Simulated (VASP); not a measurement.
# KMgBr3 (P4/mmm) in VASP: a series of runs, part 2 of 2

VASP 6.6.1.

## 3. Single point, r2SCAN (uniaxial x strain +2.5%)

Contents of POSCAR:

```
KMgBr3
1.0
    5.4357462659      0.0000000000      0.0000000000
    0.0000000000      5.3031670886      0.0000000000
    0.0000000000      0.0000000000      5.3031670886
K Mg Br
1 1 3
Direct
    0.0000000000      0.0000000000      0.0000000000
    0.5000000000      0.5000000000      0.5000000000
    0.5000000000      0.5000000000      0.0000000000
    0.5000000000      0.0000000000      0.5000000000
    0.0000000000      0.5000000000      0.5000000000
```

Contents of INCAR.step1:

```
ALGO     = Normal         # electronic algorithm
EDIFF    = 1E-4           # SCF threshold, eV
ENCUT    = 520            # plane-wave cutoff, eV
GGA      = PE             # functional
ISMEAR   = 0              # smearing method
LASPH    = True           # aspherical terms in the spheres
LCHARG   = False          # write CHGCAR
LREAL    = False          # projectors in reciprocal space
LWAVE    = True           # write WAVECAR
NBANDS   = 24             # bands
NELM     = 80             # most SCF steps
PREC     = Accurate       # precision mode
SIGMA    = 0.01           # smearing width, eV
```

Contents of INCAR.step2:

```
ALGO     = Normal         # electronic algorithm
EDIFF    = 1E-6           # SCF threshold, eV
ENCUT    = 520            # plane-wave cutoff, eV
ISIF     = 2              # what is computed and relaxed
ISMEAR   = 0              # smearing method
ISTART   = 1            
LASPH    = True           # aspherical terms in the spheres
LCHARG   = False          # write CHGCAR
LMIXTAU  = True         
LREAL    = False          # projectors in reciprocal space
LWAVE    = False          # write WAVECAR
METAGGA  = R2SCAN         # meta-GGA
NBANDS   = 24             # bands
NELM     = 80             # most SCF steps
PREC     = Accurate       # precision mode
SIGMA    = 0.01           # smearing width, eV
```

Contents of KPOINTS:

```
k-points
0
Gamma
  6 6 6
```

Potentials or basis: VASP PAW PBE potentials, release 64 (K_sv, Mg, Br).

Run with:

```console
> cat potpaw_PBE.64/K_sv/POTCAR potpaw_PBE.64/Mg/POTCAR potpaw_PBE.64/Br/POTCAR > POTCAR
> cp INCAR.step1 INCAR
> mpirun -np 1 vasp_std > vasp.out
> cp INCAR.step2 INCAR
> mpirun -np 1 vasp_std > vasp.out
```

OUTCAR:

```text
EDIFF = 1E-6
   ENCUT = 520
   ISIF = 2
   ISMEAR = 0
   ISTART = 1
   LASPH = True
   LREAL = False
   METAGGA = R2SCAN
   NELM = 80
   PREC = Accurate

 ion  position               nearest neighbor table
   1  0.000  0.000  0.000-
   2  0.500  0.500  0.500-   3 2.65   4 2.65   3 2.65   4 2.65   5 2.72   5 2.72
   3  0.500  0.500  0.000-   2 2.65   2 2.65
   4  0.500  0.000  0.500-   2 2.65   2 2.65
   5  0.000  0.500  0.500-   2 2.72   2 2.72

  LATTYP: Found a simple tetragonal cell.
 ALAT       =     5.3031670886
 C/A-ratio  =     1.0250000000

  Lattice vectors:

 A1 = (   0.0000000000,   5.3031670886,   0.0000000000)
 A2 = (   0.0000000000,   0.0000000000,   5.3031670886)
 A3 = (   5.4357462659,   0.0000000000,   0.0000000000)

Analysis of symmetry for initial positions (statically):
=====================================================================
 Subroutine PRICEL returns:
 Original cell was already a primitive cell.

 Routine SETGRP: Setting up the symmetry group for a
 simple tetragonal supercell.

 Subroutine GETGRP returns: Found 16 space group operations
 (whereof 16 operations were pure point group operations)
 out of a pool of 16 trial point group operations.

The static configuration has the point symmetry D_4h.

Analysis of symmetry for dynamics (positions and initial velocities):
=====================================================================
 Subroutine PRICEL returns:
 Original cell was already a primitive cell.

 Routine SETGRP: Setting up the symmetry group for a
 simple tetragonal supercell.

 Subroutine GETGRP returns: Found 16 space group operations
 (whereof 16 operations were pure point group operations)
 out of a pool of 16 trial point group operations.

The dynamic configuration has the point symmetry D_4h.
[... 121 lines left out ...]
   EFERMI_NEDOS =   21; number of points for ismear=-14 and -15
   IALGO  =     38    algorithm
   IMIX   =      4    mixing-type and parameters
     AMIX     =   0.40;   BMIX     =  1.00
     AMIX_MAG =   1.60;   BMIX_MAG =  1.00
  volume/ion in A,a.u.               =      30.57       206.33
  Fermi-wavevector in a.u.,A,eV,Ry     =   0.972034  1.836878 12.855472  0.944851
  Thomas-Fermi vector in A             =   2.102300
   LORBIT       =      0    0 simple, 1 ext, 2 COOP (PROOUT), +10 PAW based schemes
   METAGGA = R2SCAN    functional components
   LHFCALC =     F    Hartree Fock is set to
   AEXX    =    0.0000 exact exchange contribution
   IVDW    =     0    specifies the selected vdW correction
   LEPSILON=     F    determine dielectric tensor
   LRPA    =     F    only Hartree local field effects (RPA)
 non-spin polarized calculation
 Gauss-broadening in eV      SIGMA  =   0.01
  energy-cutoff  :      520.00
  volume of cell :      152.87
 maximum number of plane-waves:      4140
   NGX = 21   NGY = 19   NGZ = 19

 number of electron      31.9999994 magnetization

 Free energy of the ion-electron system (eV)
  ---------------------------------------------------
  ext. energy  EPLUGINS =         0.00000000
  ---------------------------------------------------
  free energy    TOTEN  =       -58.84015090 eV

  energy without entropy =      -58.84015090  energy(sigma->0) =      -58.84015090

 E-fermi :  -0.4188     XC(G=0):  -8.2829

 val. band max:       -0.5258521555   @ k =   0.5000   0.5000   0.5000
 cond. band min:       2.9163003846   @ k =   0.0000   0.0000   0.0000
 fundamental gap:      3.4421525401
 Fermi energy:        -0.4187972556

 k-point     1 :       0.0000    0.0000    0.0000
  band No.  band energies     occupation
      1     -30.5156      2.00000
      2     -14.7650      2.00000
      3     -14.0318      2.00000
      4     -13.9930      2.00000
      5     -13.2119      2.00000
      6     -13.2088      2.00000
[... 637 lines left out ...]
     23       8.2126      0.00000
     24       8.7929      0.00000

 [... further k-points ...]

------------------------ aborting loop because EDIFF is reached ----------------------------------------

  FORCE on cell =-STRESS in cart. coord.  units (eV):
  Direction    XX          YY          ZZ          XY          YZ          ZX
  --------------------------------------------------------------------------------------
  -------------------------------------------------------------------------------------
  Total       -1.1863911     -0.4910226     -0.4910226      0.0000000      0.0000000     -0.0000000
  in kB      -12.4339367     -5.1461482     -5.1461482      0.0000000      0.0000000     -0.0000000
  external PRESSURE =      -7.5754110 kB  Pullay stress =       0.0000000 kB

 VOLUME and BASIS-vectors are now :
 -----------------------------------------------------------------------------
  energy-cutoff  :      520.00
  volume of cell :      152.87
      direct lattice vectors                 reciprocal lattice vectors
     5.435746266  0.000000000  0.000000000     0.183967380  0.000000000  0.000000000
     0.000000000  5.303167089  0.000000000     0.000000000  0.188566565  0.000000000
     0.000000000  0.000000000  5.303167089     0.000000000  0.000000000  0.188566565

 POSITION                                       TOTAL-FORCE (eV/Angst)
 -----------------------------------------------------------------------------------
      0.00000      0.00000      0.00000         0.000000      0.000000      0.000000
      2.71787      2.65158      2.65158         0.000000      0.000000      0.000000
      2.71787      2.65158      0.00000         0.000000      0.000000      0.000000
      2.71787      0.00000      2.65158         0.000000      0.000000      0.000000
      0.00000      2.65158      2.65158         0.000000      0.000000      0.000000
 -----------------------------------------------------------------------------------
    total drift:                                0.000000     -0.000000     -0.000000

  FREE ENERGIE OF THE ION-ELECTRON SYSTEM (eV)
  ---------------------------------------------------
  free  energy   TOTEN  =       -58.8401509035 eV

  energy  without entropy=      -58.8401509035  energy(sigma->0) =      -58.84015090
```

OUTCAR.step1:

```text
EDIFF = 1E-4
   ENCUT = 520
   GGA = PE
   ISMEAR = 0
[... 881 lines left out ...]
      2.71787      2.65158      2.65158         0.000000      0.000000      0.000000
      2.71787      2.65158      0.00000         0.000000      0.000000      0.000000
      2.71787      0.00000      2.65158         0.000000      0.000000      0.000000
      0.00000      2.65158      2.65158         0.000000      0.000000      0.000000
 -----------------------------------------------------------------------------------
    total drift:                                0.000000     -0.000000     -0.000000

  FREE ENERGIE OF THE ION-ELECTRON SYSTEM (eV)
  ---------------------------------------------------
  free  energy   TOTEN  =       -15.2590808640 eV

  energy  without entropy=      -15.2590808640  energy(sigma->0) =      -15.25908086
```

OSZICAR.step1:

```text
N       E                     dE             d eps       ncg     rms          rms(c)
DAV:   1     0.204660163053E+03    0.20466E+03   -0.13258E+04  1920   0.114E+03
DAV:   2    -0.193978737745E+00   -0.20485E+03   -0.19540E+03  2736   0.235E+02
DAV:   3    -0.153218751872E+02   -0.15128E+02   -0.15063E+02  2584   0.614E+01
DAV:   4    -0.157594567164E+02   -0.43758E+00   -0.43718E+00  3080   0.952E+00
DAV:   5    -0.157651065743E+02   -0.56499E-02   -0.56495E-02  2704   0.969E-01    0.380E+00
DAV:   6    -0.153395155664E+02    0.42559E+00   -0.59770E-01  2416   0.287E+00    0.238E+00
DAV:   7    -0.152577103586E+02    0.81805E-01   -0.32811E-01  2480   0.228E+00    0.108E+00
DAV:   8    -0.152590305284E+02   -0.13202E-02   -0.25463E-02  2752   0.836E-01    0.153E-01
DAV:   9    -0.152590808640E+02   -0.50336E-04   -0.56439E-04  2640   0.127E-01
   1 F= -.15259081E+02 E0= -.15259081E+02  d E =-.927787E-45
```

Wall time 3.6 min (1 thread of AMD EPYC 9R45 (Zen 5), shared host); peak memory 0.32 GiB.

What came out:

```yaml
Free_energy: -58.8402 eV
Pressure: -0.8 GPa
Band_gap_on_the_k_mesh: 3.44 eV (least direct gap 3.95 eV)
```

Levels at points of the mesh, in eV from the valence-band top:
```
           k point  band 12  band 13  band 14  band 15  band 16  band 17  band 18  band 19  band 20  band 21
(0.00, 0.00, 0.00)    -0.82    -0.82    -0.53    -0.53    -0.51     3.44     4.92     6.66     6.74     7.16
(0.50, 0.00, 0.00)    -1.18    -1.18    -1.05    -0.66    -0.66     5.51     6.84     6.90     8.09     8.19
(0.00, 0.50, 0.00)    -1.28    -1.25    -1.06    -0.69    -0.66     5.67     6.89     6.97     8.18     8.28
(0.50, 0.50, 0.00)    -1.34    -1.27    -1.22    -1.17    -0.08     7.39     7.54     7.63     7.72     8.61
(0.00, 0.50, 0.50)    -1.30    -1.29    -1.29    -1.18    -0.02     7.55     7.55     7.66     7.71     8.53
(0.50, 0.50, 0.50)    -1.17    -1.15    -0.06    -0.06     0.00     5.99     6.24     6.43     6.43     8.89
```

Caveat: the cell differs from its parent crystal (uniaxial x strain +2.5%); the PAW data sets were made with another functional, which shifts forces and pressure a little.
